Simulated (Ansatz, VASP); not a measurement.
**MgO: VASP beside Ansatz**

Contents of INCAR:

```
SYSTEM = MgO
PREC     = Accurate       ! precision mode
ENCUT    = 520            ! plane-wave cutoff, eV
EDIFF    = 1E-6           ! SCF threshold, eV
ISMEAR   = 0              ! smearing method
SIGMA    = 0.05           ! smearing width, eV
LREAL    = .FALSE.        ! projectors in reciprocal space
LASPH    = .TRUE.         ! aspherical terms in the spheres
NELM     = 100            ! most SCF steps
ALGO     = Normal         ! electronic algorithm
ISIF     = 2              ! what is computed and relaxed
LWAVE    = .FALSE.        ! write WAVECAR
LCHARG   = .FALSE.        ! write CHGCAR
GGA      = PE             ! functional
NBANDS   = 16             ! bands
```

The input KPOINTS:

```
Automatic mesh
0
G
  9 9 6
  0 0 0
```

Contents of POSCAR:

```
MgO
1.0
    3.4861000000      0.0000000000      0.0000000000
   -1.7430500000      3.0190511601      0.0000000000
    0.0000000000      0.0000000000      4.4514000000
Mg O
2 2
Direct
    0.6666666667      0.3333333333      0.7500000000
    0.3333333333      0.6666666667      0.2500000000
    0.6666666667      0.3333333333      0.2500000000
    0.3333333333      0.6666666667      0.7500000000
```

Input for Ansatz:

```yaml
crystal:
  lattice:
    - [3.4861, 0.0, 0.0]
    - [-1.74305, 3.0190511601, 0.0]
    - [0.0, 0.0, 4.4514]
  atoms:
    - { symbol: Mg, position: [0.6666666667, 0.3333333333, 0.75] }
    - { symbol: Mg, position: [0.3333333333, 0.6666666667, 0.25] }
    - { symbol: O, position: [0.6666666667, 0.3333333333, 0.25] }
    - { symbol: O, position: [0.3333333333, 0.6666666667, 0.75] }
basis:
  ecutwfc: 520.0
kpoints:
  mp_grid: { grid: [9, 9, 6] }
hamiltonian:
  xc: pbe
  pseudopotentials: { kind: paw, azcp: { folder: soft_1 } }
scf:
  occupations: { method: gaussian, width: 0.05 }
output:
  forces: true
  stress: true
  eigenvalues: true
  write_density: true
  write_potential: true
  elf: true
  volumetric_format: npy
```

Alike in both runs: task single point; functional PBE; k mesh 9 × 9 × 6; occupations gaussian, width 0.05 eV; no spin polarisation.

```csv
,VASP,Ansatz
version,VASP 6.6.1,Ansatz 0.2.0
potentials or method,"VASP PAW PBE potentials, release 64 (Mg, O), cutoff 520 eV","scalar-relativistic, plane waves, PAW"
valence electrons in the cell,16,32
```

Ansatz gave:

| Property | Result |
| --- | --- |
| gap on the k mesh at the Fermi level (eV) | 3.05 |
| least direct gap on the mesh (eV) | 3.05 |
| pressure (GPa) | -2.8 |
| traceless stress, the component that is largest in VASP (GPa) | -4.60 |

Question: Estimate VASP's values.

Answer: gap on the k mesh at the Fermi level (eV): 3.03; least direct gap on the mesh (eV): 3.03; pressure (GPa): -3.4; traceless stress, the component that is largest in VASP (GPa): -4.71.

VASP's potentials hold 16 valence electrons a cell and Ansatz's 32, so a difference there can come from the potentials and not from the codes.
